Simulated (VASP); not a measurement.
Here is a VASP 6.6.1 calculation.

The input INCAR:

```
SYSTEM = SiC
PREC = Accurate
ENCUT = 520
EDIFF = 1E-6
ISMEAR = 0
SIGMA = 0.05
LREAL = .FALSE.
LASPH = .TRUE.
NELM = 80
ALGO = Normal
ISIF = 2
LWAVE = .FALSE.
LCHARG = .FALSE.
GGA = PS
NBANDS = 11
```

File KPOINTS:

```
Automatic mesh
0
G
  10 10 10
  0 0 0
```

Contents of POSCAR:

```
SiC
1.0
    0.0000000000      2.1637867187      2.1637867187
    2.1637867187      0.0000000000      2.1637867187
    2.1637867187      2.1637867187      0.0000000000
Si C
1 1
Direct
    0.0000000000      0.0000000000      0.0000000000
    0.7500000000      0.7500000000      0.7500000000
```

Potentials or basis: VASP PAW PBE potentials, release 64 (Si, C).

Command:

```bash
$ cat potpaw_PBE.64/Si/POTCAR potpaw_PBE.64/C/POTCAR > POTCAR
$ mpirun -np 1 vasp_std > vasp.out
```

(1) Predict the pressure.

(2) What does it give for the band gap on the k mesh?

Answers

(1) 5.0 GPa.

(2) 1.21 eV, indirect (least direct gap 4.46 eV).

Caveat: the PAW data sets were made with another functional, which shifts forces and pressure a little.
